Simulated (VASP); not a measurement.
Input of a VASP 6.6.1 run:

Contents of INCAR:

```
PREC     = Accurate       # precision mode
ENCUT    = 520            # plane-wave cutoff, eV
EDIFF    = 1E-7           # SCF threshold, eV
ISMEAR   = 0              # smearing method
SIGMA    = 0.01           # smearing width, eV
LREAL    = F              # projectors in reciprocal space
LASPH    = T              # aspherical terms in the spheres
NELM     = 80             # most SCF steps
ALGO     = Normal         # electronic algorithm
ISIF     = 2              # what is computed and relaxed
LWAVE    = F              # write WAVECAR
LCHARG   = T              # write CHGCAR
GGA      = CA             # functional
LELF     = T              # ELF
LVHAR    = T            
NBANDS   = 16             # bands
```

Contents of KPOINTS:

```
Automatic mesh
0
Gamma
  4 4 4
```

Contents of POSCAR:

```
BiB
1.0
    0.0000000000      2.7448744654      2.7448744654
    2.7448744654      0.0000000000      2.7448744654
    2.7448744654      2.7448744654      0.0000000000
B Bi
1 1
Direct
    0.0000000000      0.0000000000      0.0000000000
    0.2500000000      0.2500000000      0.2500000000
```

Potentials or basis: VASP PAW LDA potentials, release 64 (B, Bi_d).

The run is started by

```console
$ cat potpaw_LDA.64/B/POTCAR potpaw_LDA.64/Bi_d/POTCAR > POTCAR
$ mpirun -np 1 vasp_std > vasp.out
```

Problem. Estimate the band gap on the k mesh.

Solution. 0.37 eV, direct.

Problem. Predict the pressure.

Solution. -3.7 GPa.

Caveat: the k points lie up to 0.50 Å⁻¹ apart; spin-orbit coupling is left out, which moves the levels of the heavy elements. A k mesh can miss the band edges.
